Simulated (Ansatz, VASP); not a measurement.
## One calculation of AgRuS2, two programs

```
CELL_PARAMETERS angstrom
3.93717 0.00000 0.00000
0.00000 3.93717 0.00000
0.00000 0.00000 5.39966
ATOMIC_POSITIONS crystal
Ag 0.50000 0.50000 0.50000
Ru 0.00000 0.00000 0.00000
S 0.50000 0.00000 0.20204
S 0.00000 0.50000 0.79796
```

Alike in both runs: functional PBE; k mesh 12 × 12 × 10; occupations gaussian, width 0.1 eV; no spin polarisation.

Ansatz relaxed the structure, and its values are those at the end. VASP's run is a single point on that final structure, the one shown.

```csv
,VASP,Ansatz
version,VASP 6.6.1,Ansatz 0.2.0
potentials or method,"VASP PAW PBE potentials, release 64 (Ag, Ru_pv, S), cutoff 520 eV","scalar-relativistic, plane waves, PAW"
valence electrons in the cell,37,47
```

```tsv
	VASP	Ansatz	Ansatz less VASP
gap on the k mesh at the Fermi level (eV)	none	none	-
pressure (GPa)	-0.1	0.0	+0.11
rms of the force components (eV/Å)	0.006	0.003	-0.0031
```

A gap of «none» marks a metal or a gap that the smearing closes. With one functional, cell and mesh, what is left measures potentials, basis and numerics. VASP's potentials hold 37 valence electrons a cell and Ansatz's 47, so a difference there can come from the potentials and not from the codes.
